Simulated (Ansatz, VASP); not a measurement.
**One calculation of PtSe2, two programs**

INCAR

```
SYSTEM = PtSe2
ALGO = Normal
EDIFF = 1E-6
ENCUT = 520
GGA = PE
ISIF = 2
ISMEAR = 0
IVDW = 12
LASPH = .True.
LCHARG = .False.
LREAL = .False.
LWAVE = .False.
NBANDS = 18
NELM = 100
PREC = Accurate
SIGMA = 0.15
```

Contents of KPOINTS:

```
k-points
0
Gamma
  12 12 10
  0 0 0
```

Contents of POSCAR:

```
PtSe2
1.0
    3.7240006046      0.0000000000      0.0000000000
   -1.8620003023      3.2250791273      0.0000000000
    0.0000000000      0.0000000000      5.0620000000
Pt Se
1 2
Direct
    0.0000000000      0.0000000000      0.0000000000
    0.3496120037      0.6992240074      0.2500000000
    0.6503879963      0.3007759926      0.7500000000
```

Input for Ansatz:

```yaml
crystal:
  lattice:
    - [3.7240006046, 0.0, 0.0]
    - [-1.8620003023, 3.2250791273, 0.0]
    - [0.0, 0.0, 5.062]
  atoms:
    - { symbol: Pt, position: [0.0, 0.0, 0.0] }
    - { symbol: Se, position: [0.3496120037, 0.6992240074, 0.25] }
    - { symbol: Se, position: [0.6503879963, 0.3007759926, 0.75] }
basis:
  ecutwfc: 420
kpoints:
  mp_grid: { grid: [12, 12, 10] }
hamiltonian:
  xc: pbe
  dispersion: d3bj
scf:
  occupations: { method: gaussian, width: 0.15 }
output:
  forces: true
  stress: true
  eigenvalues: true
```

Change from the starting cell: mode 4 (178.8 1/cm) frozen in, largest displacement +0.105 Å.

Alike in both runs: task single point; functional PBE; dispersion D3(BJ); k mesh 12 × 12 × 10; occupations gaussian, width 0.15 eV; no spin polarisation.

```csv
,VASP,Ansatz
version,VASP 6.6.1,Ansatz 0.2.0
potentials or method,"VASP PAW PBE potentials, release 64 (Pt, Se), cutoff 520 eV","scalar-relativistic, plane waves, PAW"
valence electrons in the cell,22,50
```

Ansatz gave:

* gap on the k mesh at the Fermi level (eV): none
* pressure (GPa): 4.3
* traceless stress, the component that is largest in VASP (GPa): -4.98
* rms of the force components (eV/Å): 0.536

**Question.** Estimate VASP's values.

**Answer.** gap on the k mesh at the Fermi level (eV): none; pressure (GPa): 4.3; traceless stress, the component that is largest in VASP (GPa): -4.99; rms of the force components (eV/Å): 0.539.

Atom by atom the forces differ by 0.003 eV/Å (rms over components). A gap of «none» marks a metal or a gap that the smearing closes. VASP's potentials hold 22 valence electrons a cell and Ansatz's 50, so a difference there can come from the potentials and not from the codes.

Spin-orbit coupling is off throughout.
